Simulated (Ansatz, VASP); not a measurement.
**AlNi: VASP beside Ansatz**

INCAR

```
SYSTEM = AlNi
  PREC = Accurate
  ENCUT = 600
  EDIFF = 1E-7
  ISMEAR = 0
  SIGMA = 0.15
  LREAL = .False.
  LASPH = .True.
  NELM = 120
  ALGO = Normal
  ISIF = 3
  LWAVE = .False.
  LCHARG = .False.
  GGA = PS
  IBRION = 2
  NSW = 100
  EDIFFG = -0.01
  GGA_COMPAT = .False.
  NELMIN = 4
```

The input KPOINTS:

```
Automatic mesh
0
Gamma
  12 12 12
  0 0 0
```

The input POSCAR:

```
AlNi
1.0
    2.8621655516      0.0000000000      0.0000000000
    0.0000000000      2.8621655516      0.0000000000
    0.0000000000      0.0000000000      2.8621655516
Al Ni
1 1
Direct
    0.0015672631      0.0065713138      0.0102629853
    0.4984327369      0.4934286862      0.4897370147
```

Input for Ansatz:

```yaml
crystal:
  lattice:
    - [2.8621655516, 0.0, 0.0]
    - [0.0, 2.8621655516, 0.0]
    - [0.0, 0.0, 2.8621655516]
  atoms:
    - { symbol: Al, position: [0.0015672631, 0.0065713138, 0.0102629853] }
    - { symbol: Ni, position: [0.4984327369, 0.4934286862, 0.4897370147] }
basis:
  ecutwfc: 420
kpoints:
  mp_grid: { grid: [12, 12, 12] }
hamiltonian:
  xc: pbesol
scf:
  occupations: { method: gaussian, width: 0.15 }
output:
  forces: true
  stress: true
  eigenvalues: true
relax:
  adjacent_minimum: "off"
  f_tol: 0.01
  max_steps: 80
  cell: { stress_tol: 0.1 }
```

Change from the starting cell: all atoms moved at random, sigma 0.05 Å a component; relaxed back.

Alike in both runs: task relaxation of cell and atoms; functional PBEsol; k mesh 12 × 12 × 12; occupations gaussian, width 0.15 eV; no spin polarisation.

|  | VASP | Ansatz |
| --- | --- | --- |
| version | VASP 6.6.1 | Ansatz 0.2.0 |
| potentials or method | VASP PAW PBE potentials, release 64 (Al, Ni), cutoff 600 eV | scalar-relativistic, plane waves, PAW |
| valence electrons in the cell | 13 | 21 |

|  | VASP | Ansatz | Ansatz less VASP |
| --- | --- | --- | --- |
| gap on the k mesh at the Fermi level, each at its own relaxed structure (eV) | none | none | - |
| relaxed volume (Å³/atom) | 11.73 | 11.73 | -0.007 |
| relaxed length of the cell vector where the two differ most in proportion (Å) | 2.864 | 2.862 | -0.0017 |

VASP's potentials were made for PBE, not for PBEsol. A gap of «none» marks a metal or a gap that the smearing closes. VASP's potentials hold 13 valence electrons a cell and Ansatz's 21, so a difference there can come from the potentials and not from the codes.
